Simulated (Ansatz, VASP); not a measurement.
**FeO: VASP beside Ansatz**

```xyz
4
Lattice="2.6824 -1.5244 0.0000 2.6824 1.5244 0.0000 -0.2343 0.0000 5.2694" Properties=species:S:1:pos:R:3 pbc="T T T"
Fe   -0.1172    0.0000    2.6347
Fe    0.0000    0.0000    0.0000
O     1.6253    0.0000    3.9220
O     3.5051    0.0000    1.3474
```

Alike in both runs: task single point; functional PBEsol; k mesh 10 × 10 × 5; occupations fermi-dirac, width 0.05 eV; collinear spin.

|  | VASP | Ansatz |
| --- | --- | --- |
| version | VASP 6.6.1 | Ansatz 0.2.0 |
| potentials or method | VASP PAW PBE potentials, release 64 (Fe, O), cutoff 520 eV | all-electron LAPW, scalar-relativistic |

|  | VASP | Ansatz | Ansatz less VASP |
| --- | --- | --- | --- |
| gap on the k mesh at the Fermi level (eV) | none | none | - |
| pressure (GPa) | -17.1 | -20.8 | -3.66 |
| traceless stress, the component that is largest in VASP (GPa) | 2.55 | 5.30 | +2.756 |
| rms of the force components (eV/Å) | 0.073 | 0.075 | +0.0016 |
| net moment per atom (μB) | 2.00 | 0.01 | -1.987 |
| size of the moment on the site where the two differ most (μB) | 0.32 | 0.01 | -0.309 |

The net moments are unlike, so the other rows may belong to different states. VASP's potentials were made for PBE, not for PBEsol. Site moments also hang on the region over which each program counts them. Atom by atom the forces differ by 0.003 eV/Å (rms over components). A gap of «none» marks a metal or a gap that the smearing closes. Ansatz ran all-electron here, and VASP with PAW potentials.
